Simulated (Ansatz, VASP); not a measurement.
**Rb in VASP and in Ansatz**

The input INCAR:

```
SYSTEM = Rb
PREC = Accurate ; ENCUT = 520
EDIFF = 1E-6 ; ISMEAR = -1
SIGMA = 0.1 ; LREAL = .FALSE.
LASPH = .TRUE. ; NELM = 60
ALGO = Normal ; ISIF = 2
LWAVE = .FALSE. ; LCHARG = .TRUE.
GGA = RP ; LELF = .TRUE.
LVHAR = .TRUE. ; NBANDS = 16
```

The input KPOINTS:

```
Automatic mesh
0
G
  8 8 4
  0 0 0
```

POSCAR

```
Rb
1.0
    5.3435395416      0.0000000000      0.0000000000
   -2.6717697708      4.6276409892      0.0000000000
    0.0000000000      0.0000000000      8.8107573148
Rb
2
Direct
    0.3333333333      0.6666666667      0.2500000000
    0.6666666667      0.3333333333      0.7500000000
```

Input for Ansatz:

```yaml
crystal:
  lattice:
    - [5.3435395416, 0.0, 0.0]
    - [-2.6717697708, 4.6276409892, 0.0]
    - [0.0, 0.0, 8.8107573148]
  atoms:
    - { symbol: Rb, position: [0.3333333333, 0.6666666667, 0.25] }
    - { symbol: Rb, position: [0.6666666667, 0.3333333333, 0.75] }
hamiltonian:
  xc: rpbe
  pseudopotentials:
    kind: paw
    azcp:
      Rb: "pseudopotentials/Rb.paw.azcp"
basis:
  ecutwfc: 420
  fft_grid_basis: typed
kpoints:
  mp_grid: { grid: [8, 8, 4], shift: [0, 0, 0] }
magnetization:
  spin_polarized: false
scf:
  occupations: { method: fermi_dirac, width: 0.1 }
  lower_state_search: "off"
output:
  stress: true
```

Alike in both runs: task single point; functional RPBE; k mesh 8 × 8 × 4; occupations fermi-dirac, width 0.1 eV; no spin polarisation.

```csv
,VASP,Ansatz
version,VASP 6.6.1,Ansatz 0.2.0
potentials or method,"VASP PAW PBE potentials, release 64 (Rb_sv), cutoff 520 eV","plane waves (420 eV) with PAW, scalar-relativistic"
valence electrons in the cell,18,18
```

```csv
,VASP,Ansatz,Ansatz less VASP
pressure (GPa),-0.1,-0.1,0.00
```

VASP's potentials were made for PBE, not for RPBE. With one functional, cell and mesh, what is left measures potentials, basis and numerics.
